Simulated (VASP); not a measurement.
# GaN (wurtzite type) (P6_3mc) in VASP: a series of runs, part 2 of 2

VASP 6.6.1. The steps go on from the part before.

## (3) Single point, PBE

Contents of INCAR:

```
SYSTEM = GaN
PREC     = Accurate       ! precision mode
ENCUT    = 520            ! plane-wave cutoff, eV
EDIFF    = 1E-6           ! SCF threshold, eV
ISMEAR   = -1             ! smearing method
SIGMA    = 0.08           ! smearing width, eV
LREAL    = .FALSE.        ! projectors in reciprocal space
LASPH    = .TRUE.         ! aspherical terms in the spheres
NELM     = 100            ! most SCF steps
ALGO     = Normal         ! electronic algorithm
ISIF     = 2              ! what is computed and relaxed
LWAVE    = .FALSE.        ! write WAVECAR
LCHARG   = .TRUE.         ! write CHGCAR
GGA      = PE             ! functional
LELF     = .TRUE.         ! ELF
LVHAR    = .TRUE.       
NBANDS   = 26             ! bands
```

Contents of KPOINTS:

```
regular mesh
0
G
  12 12 7
  0 0 0
```

Contents of POSCAR:

```
GaN
1.0
    3.0324819489      0.0000000000      0.0000000000
   -1.5162409744      2.6262064043      0.0000000000
    0.0000000000      0.0000000000      4.9463667855
Ga N
2 2
Direct
    0.3333333333      0.6666666667      0.0000341826
    0.6666666667      0.3333333333      0.5000341826
    0.3333333333      0.6666666667      0.3759658174
    0.6666666667      0.3333333333      0.8759658174
```

Potentials or basis: VASP PAW PBE potentials, release 64 (Ga_d, N).

Command:

```sh
$ cat potpaw_PBE.64/Ga_d/POTCAR potpaw_PBE.64/N/POTCAR > POTCAR
$ mpirun -np 1 vasp_std > vasp.out
```

OUTCAR:

```text
SYSTEM = GaN
   PREC = Accurate
   ENCUT = 520
   EDIFF = 1E-6
   ISMEAR = -1
   LREAL = .FALSE.
   LASPH = .TRUE.
   NELM = 100
   ISIF = 2
   GGA = PE

 ion  position               nearest neighbor table
   1  0.333  0.667  0.000-   4 1.86   4 1.86   4 1.86   3 1.86
   2  0.667  0.333  0.500-   3 1.86   3 1.86   3 1.86   4 1.86
   3  0.333  0.667  0.376-   2 1.86   2 1.86   2 1.86   1 1.86
   4  0.667  0.333  0.876-   1 1.86   1 1.86   1 1.86   2 1.86

  LATTYP: Found a hexagonal cell.
 ALAT       =     3.0324819489
 C/A-ratio  =     1.6311281877

  Lattice vectors:

 A1 = (   3.0324819489,   0.0000000000,   0.0000000000)
 A2 = (  -1.5162409744,   2.6262064043,   0.0000000000)
 A3 = (   0.0000000000,   0.0000000000,   4.9463667855)

Analysis of symmetry for initial positions (statically):
=====================================================================
 Subroutine PRICEL returns:
 Original cell was already a primitive cell.

 Routine SETGRP: Setting up the symmetry group for a
 hexagonal supercell.

 Subroutine GETGRP returns: Found 12 space group operations
 (whereof  6 operations were pure point group operations)
 out of a pool of 24 trial point group operations.

The static configuration has the point symmetry C_3v.
 The point group associated with its full space group is C_6v.

Analysis of symmetry for dynamics (positions and initial velocities):
=====================================================================
 Subroutine PRICEL returns:
 Original cell was already a primitive cell.

 Routine SETGRP: Setting up the symmetry group for a
 hexagonal supercell.

 Subroutine GETGRP returns: Found 12 space group operations
 (whereof  6 operations were pure point group operations)
 out of a pool of 24 trial point group operations.

The dynamic configuration has the point symmetry C_3v.
[... 114 lines left out ...]
   PSTRESS=    0.0 pullay stress
   NELECT =      36.0000    total number of electrons
   NUPDOWN=      -1.0000    fix difference up-down
   EMIN   =  10.00;   EMAX   =-10.00  energy-range for DOS
   EFERMI =   0.00;   METHOD = LEGACY
   ISMEAR =    -1;   SIGMA  =   0.08  broadening in eV -4-tet -1-fermi 0-gaus
   EFERMI_NEDOS =   21; number of points for ismear=-14 and -15
   IALGO  =     38    algorithm
   IMIX   =      4    mixing-type and parameters
     AMIX     =   0.40;   BMIX     =  1.00
     AMIX_MAG =   1.60;   BMIX_MAG =  1.00
  volume/ion in A,a.u.               =       9.85        66.46
  Fermi-wavevector in a.u.,A,eV,Ry     =   1.588685  3.002180 34.340028  2.523921
  Thomas-Fermi vector in A             =   2.687651
   LORBIT       =      0    0 simple, 1 ext, 2 COOP (PROOUT), +10 PAW based schemes
   GGA     = PE    functional components
   LHFCALC =     F    Hartree Fock is set to
   AEXX    =    0.0000 exact exchange contribution
   IVDW    =     0    specifies the selected vdW correction
   LEPSILON=     F    determine dielectric tensor
   LRPA    =     F    only Hartree local field effects (RPA)
 non-spin polarized calculation
  energy-cutoff  :      520.00
  volume of cell :       39.39
 maximum number of plane-waves:      1099
 NGX is ok and might be reduce to    24
   NGX = 11   NGY = 11   NGZ = 19

 number of electron      35.9999985 magnetization

 Free energy of the ion-electron system (eV)
  ---------------------------------------------------
  ext. energy  EPLUGINS =         0.00000000
  ---------------------------------------------------
  free energy    TOTEN  =       -23.40993363 eV

  energy without entropy =      -23.40993363  energy(sigma->0) =      -23.40993363

 E-fermi :   8.6503     XC(G=0): -12.4877

 val. band max:        7.0784019018   @ k =   0.0000   0.0000   0.0000
 cond. band min:       9.9742795333   @ k =   0.0000   0.0000   0.0000
 fundamental gap:      2.8958776315
 Fermi energy:         8.6503163867

 k-point     1 :       0.0000    0.0000    0.0000
  band No.  band energies     occupation
      1     -10.3020      2.00000
      2      -8.8969      2.00000
      3      -6.5857      2.00000
      4      -6.5620      2.00000
      5      -6.5620      2.00000
      6      -6.4657      2.00000
[... 685 lines left out ...]
     25      19.3843      0.00000
     26      21.5775      0.00000

 [... further k-points ...]
[... 5 lines left out ...]
  --------------------------------------------------------------------------------------
  -------------------------------------------------------------------------------------
  Total       10.9890782     10.9890782     11.0130338      0.0000000      0.0000000      0.0000000
  in kB      446.9494940    446.9494941    447.9238174      0.0000000      0.0000000      0.0000000
  external PRESSURE =     447.2742685 kB  Pullay stress =       0.0000000 kB

 VOLUME and BASIS-vectors are now :
 -----------------------------------------------------------------------------
  energy-cutoff  :      520.00
  volume of cell :       39.39
      direct lattice vectors                 reciprocal lattice vectors
     3.032481949  0.000000000  0.000000000     0.329762886  0.190388691  0.000000000
    -1.516240974  2.626206404  0.000000000     0.000000000  0.380777382  0.000000000
     0.000000000  0.000000000  4.946366786     0.000000000  0.000000000  0.202168590

 POSITION                                       TOTAL-FORCE (eV/Angst)
 -----------------------------------------------------------------------------------
     -0.00000      1.75080      0.00017         0.000000      0.000000     -0.000064
      1.51624      0.87540      2.47335         0.000000     -0.000000     -0.000064
     -0.00000      1.75080      1.85966        -0.000000      0.000000      0.000064
      1.51624      0.87540      4.33285         0.000000     -0.000000      0.000064
 -----------------------------------------------------------------------------------
    total drift:                               -0.000001     -0.000001     -0.000053

  FREE ENERGIE OF THE ION-ELECTRON SYSTEM (eV)
  ---------------------------------------------------
  free  energy   TOTEN  =       -23.4099336260 eV

  energy  without entropy=      -23.4099336257  energy(sigma->0) =      -23.40993363
```

OSZICAR:

```text
N       E                     dE             d eps       ncg     rms          rms(c)
DAV:   1     0.276666699887E+03    0.27667E+03   -0.17509E+04  4444   0.271E+03
DAV:   2     0.628519213016E+01   -0.27038E+03   -0.25379E+03  4240   0.495E+02
DAV:   3    -0.269590759082E+02   -0.33244E+02   -0.32817E+02  4700   0.142E+02
DAV:   4    -0.279738139393E+02   -0.10147E+01   -0.10113E+01  4616   0.267E+01
DAV:   5    -0.279952067985E+02   -0.21393E-01   -0.21375E-01  4892   0.382E+00    0.118E+01
DAV:   6    -0.233126459625E+02    0.46826E+01   -0.97928E+00  6576   0.561E+01    0.315E+00
DAV:   7    -0.234293430855E+02   -0.11670E+00   -0.19653E+00  4236   0.991E+00    0.293E+00
DAV:   8    -0.234236962974E+02    0.56468E-02   -0.13672E-01  5520   0.679E+00    0.658E-01
DAV:   9    -0.234092709469E+02    0.14425E-01   -0.51792E-02  6394   0.456E+00    0.245E-01
DAV:  10    -0.234099141280E+02   -0.64318E-03   -0.45845E-03  4214   0.543E-01    0.749E-02
DAV:  11    -0.234099288656E+02   -0.14738E-04   -0.38468E-04  6360   0.389E-01    0.144E-02
DAV:  12    -0.234099329437E+02   -0.40780E-05   -0.48709E-05  5958   0.100E-01    0.945E-03
DAV:  13    -0.234099336260E+02   -0.68235E-06   -0.53652E-06  4968   0.195E-02
   1 F= -.23409934E+02 E0= -.23409934E+02  d E =-.297349E-09
```

Wall time 31 s (1 thread of Intel Xeon 6975P-C (Granite Rapids), shared host); peak memory 0.2 GiB.

Results:

* Free energy: -23.4099 eV
* Pressure: 44.7 GPa
* Band gap on the k mesh: 2.90 eV, direct

A k mesh can miss the band edges. A hybrid or GW would open this gap; PBE tends to underestimate it.
